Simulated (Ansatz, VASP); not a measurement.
**Two plane-wave programs on Al**

```
Al
1.0
     1.76137   -3.07951    0.00000
     1.76137    3.07951    0.00000
     0.00000    0.00000    3.61656
Al
2
Cartesian
  1.7614 -2.0563 0.9041
  1.7614 2.0563 2.7124
```

Alike in both runs: functional r2SCAN; k mesh 4 × 4 × 4; occupations gaussian, width 0.1 eV; no spin polarisation.

Ansatz relaxed the structure, and its values are those at the end. VASP's run is a single point on that final structure, the one shown.

|  | VASP | Ansatz |
| --- | --- | --- |
| version | VASP 6.6.1 | Ansatz 0.2.0 |
| potentials or method | VASP PAW PBE potentials, release 64 (Al), cutoff 520 eV | scalar-relativistic, plane waves, PAW |
| valence electrons in the cell | 6 | 6 |

Ansatz gave:

| Item | Value |
| --- | --- |
| gap on the k mesh at the Fermi level (eV) | none |
| pressure (GPa) | 0.0 |

Q: Which values does VASP return?

A: gap on the k mesh at the Fermi level (eV): none; pressure (GPa): -0.2.

VASP's potentials were made for PBE, not for r2SCAN. A gap of «none» marks a metal or a gap that the smearing closes.

The k mesh is coarse, so the values compare programs but aren't converged.
